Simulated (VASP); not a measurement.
# CO2 (Cmce) in VASP: dielectric tensor with LDA

Aim: the dielectric tensor of CO2 with LDA.

All numbers are computed with VASP 6.6.1; they aren't measurements. Logs are shortened: lines on timing, memory, paths and dates and some standing lists are left out, and cuts for length are marked.

## Step 1: The cell of the first run

It takes space group Cmce (No. 64, orthorhombic). Conventional cell: a = 5.272 Å, b = 4.775 Å, c = 6.587 Å, α = 90.00°, β = 90.00°, γ = 90.00°. Within 1.6 Å of C (site symmetry 2/m) lie 2 O at 1.17 Å. O (site symmetry m) has 1 C at 1.17 Å within 1.6 Å.

## Step 2: Dielectric tensor, LDA

File INCAR:

```
SYSTEM = CO2
  PREC = Accurate
  ENCUT = 520
  EDIFF = 1E-8
  ISMEAR = 0
  SIGMA = 0.01
  LREAL = .FALSE.
  LASPH = .TRUE.
  NELM = 60
  ALGO = Normal
  ISIF = 2
  LWAVE = .FALSE.
  LCHARG = .FALSE.
  GGA = CA
  LEPSILON = .TRUE.
```

File KPOINTS:

```
regular mesh
0
G
  5 5 3
  0 0 0
```

File POSCAR:

```
CO2
1.0
    2.6359112300     -2.3873781200      0.0000000000
    2.6359112300      2.3873781200      0.0000000000
    0.0000000000      0.0000000000      6.5871749100
C O
2 4
Direct
    0.0000000000      0.0000000000      0.0000000000
    0.5000000000      0.5000000000      0.5000000000
    0.8065085700      0.1934914300      0.8918433900
    0.1934914300      0.8065085700      0.1081566100
    0.6934914300      0.3065085700      0.3918433900
    0.3065085700      0.6934914300      0.6081566100
```

Potentials or basis: VASP PAW LDA potentials, release 64 (C, O).

Command:

```
> cat potpaw_LDA.64/C/POTCAR potpaw_LDA.64/O/POTCAR > POTCAR
> mpirun -np 1 vasp_std > vasp.out
```

OUTCAR:

```text
SYSTEM = CO2
   PREC = Accurate
   ENCUT = 520
   EDIFF = 1E-8
   ISMEAR = 0
   LREAL = .FALSE.
   LASPH = .TRUE.
   NELM = 60
   ISIF = 2
   GGA = CA
   LEPSILON = .TRUE.

 ion  position               nearest neighbor table
   1  0.000  0.000  0.000-   3 1.17   4 1.17
   2  0.500  0.500  0.500-   5 1.17   6 1.17
   3  0.807  0.193  0.892-   1 1.17
   4  0.193  0.807  0.108-   1 1.17
   5  0.693  0.307  0.392-   2 1.17
   6  0.307  0.693  0.608-   2 1.17

  LATTYP: Found a base centered orthorhombic cell.
 ALAT       =     4.7747562400
 B/A-ratio  =     1.1041029521
 C/A-ratio  =     1.3795834968

  Lattice vectors:

 A1 = (  -2.6359112300,  -2.3873781200,   0.0000000000)
 A2 = (   2.6359112300,  -2.3873781200,   0.0000000000)
 A3 = (   0.0000000000,   0.0000000000,   6.5871749100)

Analysis of symmetry for initial positions (statically):
=====================================================================
 Subroutine PRICEL returns:
 Original cell was already a primitive cell.

 Routine SETGRP: Setting up the symmetry group for a
 base centered orthorhombic supercell.

 Subroutine GETGRP returns: Found  8 space group operations
 (whereof  4 operations were pure point group operations)
 out of a pool of  8 trial point group operations.

The static configuration has the point symmetry C_2h.
 The point group associated with its full space group is D_2h.

Analysis of symmetry for dynamics (positions and initial velocities):
=====================================================================
 Subroutine PRICEL returns:
 Original cell was already a primitive cell.

 Routine SETGRP: Setting up the symmetry group for a
 base centered orthorhombic supercell.

 Subroutine GETGRP returns: Found  8 space group operations
 (whereof  4 operations were pure point group operations)
 out of a pool of  8 trial point group operations.

The dynamic configuration has the point symmetry C_2h.
 The point group associated with its full space group is D_2h.

 Subroutine INISYM returns: Found  8 space group operations
 (whereof  4 operations are pure point group operations),
 and found     1 'primitive' translations

----------------------------------------------------------------------------------------

                                     Primitive cell

  volume of cell :      82.9051

  direct lattice vectors                    reciprocal lattice vectors
     2.635911230 -2.387378120  0.000000000     0.189687723 -0.209434775  0.000000000
     2.635911230  2.387378120  0.000000000     0.189687723  0.209434775  0.000000000
     0.000000000  0.000000000  6.587174910     0.000000000  0.000000000  0.151810148

  length of vectors
     3.556346763  3.556346763  6.587174910     0.282567439  0.282567439  0.151810148

  position of ions in fractional coordinates (direct lattice)
     0.000000000  0.000000000  0.000000000
     0.500000000  0.500000000  0.500000000
     0.806508570  0.193491430  0.891843390
     0.193491430  0.806508570  0.108156610
     0.693491430  0.306508570  0.391843390
     0.306508570  0.693491430  0.608156610

  ion indices of the primitive-cell ions
   primitive index   ion index
                 1           1
                 2           2
                 3           3
                 4           4
                 5           5
                 6           6

----------------------------------------------------------------------------------------

 KPOINTS: regular mesh

Automatic generation of k-mesh.
 Grid dimensions read from file:
[... 89 lines left out ...]
 non-spin polarized calculation
 Gauss-broadening in eV      SIGMA  =   0.01
  energy-cutoff  :      520.00
  volume of cell :       82.91
 maximum number of plane-waves:      2252
   NGX = 13   NGY = 13   NGZ = 25

--------------------------------------- Ionic step        1  -------------------------------------------

 number of electron      32.0000006 magnetization

 E-fermi :  -3.3286     XC(G=0):  -8.8468

 val. band max:       -3.3788427862   @ k =  -0.4000   0.4000   0.0000
 cond. band min:       2.9768629341   @ k =   0.0000   0.0000   0.0000
 fundamental gap:      6.3557057202
 Fermi energy:        -3.3285936243

 k-point     1 :       0.0000    0.0000    0.0000
  band No.  band energies     occupation
      1     -23.9474      2.00000
      2     -23.7717      2.00000
      3     -22.7835      2.00000
      4     -22.7007      2.00000
      5      -8.4212      2.00000
      6      -8.3911      2.00000
[... 403 lines left out ...]
     19       5.2600      0.00000
     20       5.3640      0.00000

  FORCE on cell =-STRESS in cart. coord.  units (eV):
  Direction    XX          YY          ZZ          XY          YZ          ZX
  --------------------------------------------------------------------------------------
  -------------------------------------------------------------------------------------
  Total       -0.6645420     -0.0814418     -0.5022763      0.0000000      0.0000000      0.0000000
  in kB      -12.8425677     -1.5738984     -9.7067105      0.0000000      0.0000000      0.0000000
  external PRESSURE =      -8.0410589 kB  Pullay stress =       0.0000000 kB

 VOLUME and BASIS-vectors are now :
 -----------------------------------------------------------------------------
  energy-cutoff  :      520.00
  volume of cell :       82.91
      direct lattice vectors                 reciprocal lattice vectors
     2.635911230 -2.387378120  0.000000000     0.189687723 -0.209434775  0.000000000
     2.635911230  2.387378120  0.000000000     0.189687723  0.209434775  0.000000000
     0.000000000  0.000000000  6.587174910     0.000000000  0.000000000  0.151810148

 POSITION                                       TOTAL-FORCE (eV/Angst)
 -----------------------------------------------------------------------------------
      0.00000      0.00000      0.00000         0.000000     -0.000000      0.000000
      2.63591      0.00000      3.29359         0.000000      0.000000      0.000000
      2.63591     -1.46350      5.87473         0.000000      0.163892     -0.108428
      2.63591      1.46350      0.71245         0.000000     -0.163892      0.108428
      2.63591     -0.92387      2.58114         0.000000     -0.163892     -0.108428
      2.63591      0.92387      4.00603         0.000000      0.163892      0.108428
 -----------------------------------------------------------------------------------
    total drift:                                0.000000     -0.000000      0.000000

  FREE ENERGIE OF THE ION-ELECTRON SYSTEM (eV)
  ---------------------------------------------------
  free  energy   TOTEN  =       -49.7307555282 eV

  energy  without entropy=      -49.7307555282  energy(sigma->0) =      -49.73075553

 HEAD OF MICROSCOPIC STATIC DIELECTRIC TENSOR (INDEPENDENT PARTICLE, excluding Hartree and local field effects)
 ------------------------------------------------------
           1.919903     0.000000     0.000000
           0.000000     3.149102     0.000000
           0.000000    -0.000000     2.638887
 ------------------------------------------------------

 Free energy of the ion-electron system (eV)
  ---------------------------------------------------
  ---------------------------------------------------
  free energy    TOTEN  =        -0.19684314 eV

  energy without entropy =       -0.19684314

------------------------ aborting loop because EDIFF is reached ----------------------------------------

--------------------------------------- Ionic step        2  -------------------------------------------

------------------------ aborting loop because EDIFF is reached ----------------------------------------

--------------------------------------- Ionic step        3  -------------------------------------------

 Free energy of the ion-electron system (eV)
  ---------------------------------------------------
  ---------------------------------------------------
  free energy    TOTEN  =        -0.27285315 eV

  energy without entropy =       -0.27285315

------------------------ aborting loop because EDIFF is reached ----------------------------------------

 PIEZOELECTRIC TENSOR FIELD DIRECTION 3  (e Angst)
 -----------------------------------------------------------------------------
     0.00032  0.00000  0.00000           ( -0.00000  0.00000  0.00000)
     0.00000 -0.00087  0.00000           (  0.00000 -0.00000  0.00000)
     0.00000  0.00000  0.00013           (  0.00000  0.00000 -0.00000)

 PIEZOELECTRIC TENSOR FIELD DIRECTION 3  (C/m^2)
 -----------------------------------------------------------------------------
     0.00006  0.00000  0.00000
     0.00000 -0.00017  0.00000
     0.00000  0.00000  0.00002

 MACROSCOPIC STATIC DIELECTRIC TENSOR (including local field effects in DFT)
 ------------------------------------------------------
           1.791805     0.000000     0.000000
           0.000000     2.285179     0.000000
           0.000000    -0.000000     2.104490
 ------------------------------------------------------

 PIEZOELECTRIC TENSOR (including local field effects)  for field in x, y, z        (e  Angst)
          XX          YY          ZZ          XY          YZ          ZX
  --------------------------------------------------------------------------------
  x     0.00000     0.00000     0.00000     0.00000     0.00000     0.00000
  y     0.00000     0.00000     0.00000     0.00000     0.00000     0.00000
  z     0.00000     0.00000     0.00000     0.00000     0.00000     0.00000

 PIEZOELECTRIC TENSOR (including local field effects)  for field in x, y, z        (C/m^2)
          XX          YY          ZZ          XY          YZ          ZX
  --------------------------------------------------------------------------------
  x     0.00000     0.00000     0.00000     0.00000     0.00000     0.00000
  y     0.00000     0.00000     0.00000     0.00000     0.00000     0.00000
  z     0.00000     0.00000     0.00000     0.00000     0.00000     0.00000

 BORN EFFECTIVE CHARGES (including local field effects) (in |e|, cummulative output)
 ---------------------------------------------------------------------------------
 ion    1
    1     0.69406     0.00000     0.00000
    2     0.00000     2.07428    -0.81720
    3     0.00000    -1.09239     1.56137
 ion    2
    1     0.69406     0.00000     0.00000
    2     0.00000     2.07428     0.81720
    3     0.00000     1.09239     1.56137
 ion    3
    1    -0.34703     0.00000     0.00000
    2     0.00000    -1.03714     0.47517
    3     0.00000     0.60632    -0.78069
 ion    4
    1    -0.34703     0.00000     0.00000
    2     0.00000    -1.03714     0.47517
    3     0.00000     0.60632    -0.78069
 ion    5
    1    -0.34703     0.00000     0.00000
    2     0.00000    -1.03714    -0.47517
    3     0.00000    -0.60632    -0.78069
 ion    6
    1    -0.34703     0.00000     0.00000
    2     0.00000    -1.03714    -0.47517
    3     0.00000    -0.60632    -0.78069
```

Wall time 3.5 min (1 thread of Intel Xeon Platinum 8488C (Sapphire Rapids), shared host); peak memory 0.21 GiB.

Results:

- Band gap on the k mesh: 6.36 eV (least direct gap 6.88 eV)
- Electronic dielectric tensor (diagonal): 1.79, 2.29, 2.10
- Born charges (mean of the diagonal): C +1.44; O -0.72 e

Electronic dielectric tensor:
```
1.79 0.00 0.00
0.00 2.29 0.00
0.00 0.00 2.10
```

Born effective charge tensors (e):
atom 1, C
```
 0.69  0.00  0.00
 0.00  2.07 -0.82
 0.00 -1.09  1.56
```
atom 2, C
```
0.69 0.00 0.00
0.00 2.07 0.82
0.00 1.09 1.56
```
atom 3, O
```
-0.35  0.00  0.00
 0.00 -1.04  0.48
 0.00  0.61 -0.78
```
atom 4, O
```
-0.35  0.00  0.00
 0.00 -1.04  0.48
 0.00  0.61 -0.78
```
atom 5, O
```
-0.35  0.00  0.00
 0.00 -1.04 -0.48
 0.00 -0.61 -0.78
```
atom 6, O
```
-0.35  0.00  0.00
 0.00 -1.04 -0.48
 0.00 -0.61 -0.78
```

Caveat: an odd mesh through Γ misses points on the zone boundary, where band edges can lie.
